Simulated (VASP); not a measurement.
Set up this calculation in VASP 6.6.1, as the native input.

```
Task                   : single point
Functional             : PBEsol
Potentials or basis    : VASP PAW PBE potentials, release 64 (Pb_d, F)
Cutoff                 : 600 eV
k mesh                 : 8 × 8 × 8
Occupations            : fermi-dirac, width 0.05 eV
Spin                   : no spin polarisation
Dipole correction      : no
Further INCAR settings : ALGO = Normal; EDIFF = 1e-06; NBANDS = 21
```

The structure of PbF2 lies in POSCAR:

```
PbF2
1.0
    0.0000000000      2.9493431641      2.9493431641
    2.9493431641      0.0000000000      2.9493431641
    2.9493431641      2.9493431641      0.0000000000
Pb F
1 2
Direct
    0.0000000000      0.0000000000      0.0000000000
    0.7500000000      0.7500000000      0.7500000000
    0.2500000000      0.2500000000      0.2500000000
```

The input as run:

INCAR

```
PREC = Accurate
ENCUT = 600
EDIFF = 1E-6
ISMEAR = -1
SIGMA = 0.05
LREAL = F
LASPH = T
NELM = 120
ALGO = Normal
ISIF = 2
LWAVE = F
LCHARG = F
GGA = PS
NBANDS = 21
GGA_COMPAT = F
```

KPOINTS

```
Automatic mesh
0
Gamma
  8 8 8
```

Potentials or basis: VASP PAW PBE potentials, release 64 (Pb_d, F).

Command:

```bash
$ cat potpaw_PBE.64/Pb_d/POTCAR potpaw_PBE.64/F/POTCAR > POTCAR
$ mpirun -np 1 vasp_std > vasp.out
```

It gave:

The pressure is -0.2 GPa and the band gap on the k mesh is 4.30 eV (least direct gap 4.46 eV).

Caveat: the PAW data sets were made with another functional, which shifts forces and pressure a little; spin-orbit coupling is left out, which moves the levels of the heavy elements.

Run time: 22 s on 1 thread of Intel(R) Xeon(R) 6975P-C (Granite Rapids), on a shared host, peak memory 0.22 GiB.
